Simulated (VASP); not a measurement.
Input of a VASP 6.6.1 run:

Contents of INCAR:

```
SYSTEM = Nb3C
ALGO = Normal
EDIFF = 1E-6
ENCUT = 520
GGA = PE
ISIF = 2
ISMEAR = 0
LASPH = .TRUE.
LCHARG = .FALSE.
LREAL = .FALSE.
LWAVE = .FALSE.
NBANDS = 53
NELM = 80
PREC = Accurate
SIGMA = 0.1
```

The input KPOINTS:

```
k-points
0
G
  3 3 4
  0 0 0
```

File POSCAR:

```
Nb3C
1.0
    5.3224914124      0.0000000000      0.0000000000
   -2.6612457062      4.6094127746      0.0000000000
    0.0000000000      0.0000000000      4.8078724160
Nb C
6 2
Direct
    0.3357044993      0.1678522496      0.7500000000
    0.8321477504      0.6642955007      0.7500000000
    0.1678522496      0.8321477504      0.2500000000
    0.6642955007      0.8321477504      0.2500000000
    0.1678522496      0.3357044993      0.2500000000
    0.8321477504      0.1678522496      0.7500000000
    0.6666666667      0.3333333333      0.2500000000
    0.3333333333      0.6666666667      0.7500000000
```

Potentials or basis: VASP PAW PBE potentials, release 64 (Nb_sv, C).

The run is started by

```sh
$ cat potpaw_PBE.64/Nb_sv/POTCAR potpaw_PBE.64/C/POTCAR > POTCAR
$ mpirun -np 1 vasp_std > vasp.out
```

(1) Estimate the largest force.

(2) What does it give for the pressure?

Results:

(1) 0.006 eV/Å.

(2) -0.3 GPa.

Caveat: the k points lie up to 0.45 Å⁻¹ apart, too coarse for converged energies and pressures of a metal.
